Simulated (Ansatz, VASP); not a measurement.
# In in VASP and in Ansatz

File INCAR:

```
SYSTEM = In
ALGO = Normal
EDIFF = 1E-6
ENCUT = 520
ISIF = 2
ISMEAR = -1
LASPH = .True.
LCHARG = .True.
LELF = .True.
LREAL = .False.
LVHAR = .True.
LWAVE = .False.
NBANDS = 12
NELM = 100
PREC = Accurate
SIGMA = 0.1
```

The input KPOINTS:

```
k-points
0
Gamma
  14 14 14
  0 0 0
```

Contents of POSCAR:

```
In
1.0
   -1.8865121870      1.8865121870      1.8865121870
    1.8865121870     -1.8865121870      1.8865121870
    1.8865121870      1.8865121870     -1.8865121870
In
1
Direct
    0.0000000000      0.0000000000      0.0000000000
```

Input for Ansatz:

```yaml
crystal:
  lattice:
    - [-1.886512187, 1.886512187, 1.886512187]
    - [1.886512187, -1.886512187, 1.886512187]
    - [1.886512187, 1.886512187, -1.886512187]
  atoms:
    - { symbol: In, position: [0.0, 0.0, 0.0] }
hamiltonian:
  xc: lda
  pseudopotentials:
    kind: paw
    azcp:
      In: "pseudopotentials/In.paw.azcp"
basis:
  ecutwfc: 420
  fft_grid_basis: typed
kpoints:
  mp_grid: { grid: [14, 14, 14], shift: [0, 0, 0] }
magnetization:
  spin_polarized: false
scf:
  occupations: { method: fermi_dirac, width: 0.1 }
  lower_state_search: "off"
output:
  stress: true
```

Alike in both runs: task single point; functional LDA; k mesh 14 × 14 × 14; occupations fermi-dirac, width 0.1 eV; no spin polarisation.

|  | VASP | Ansatz |
| --- | --- | --- |
| version | VASP 6.6.1 | Ansatz 0.2.0 |
| potentials or method | VASP PAW LDA potentials, release 64 (In_d), cutoff 520 eV | plane waves (420 eV) with PAW, scalar-relativistic |
| valence electrons in the cell | 13 | 13 |

```csv
,VASP,Ansatz,Ansatz less VASP
pressure (GPa),-3.1,-3.1,+0.01
```

Ansatz warns that its potentials were made for another functional, while VASP's fit it. LDA's correlation is that of Perdew and Zunger in VASP and of Perdew and Wang (1992) in Ansatz.
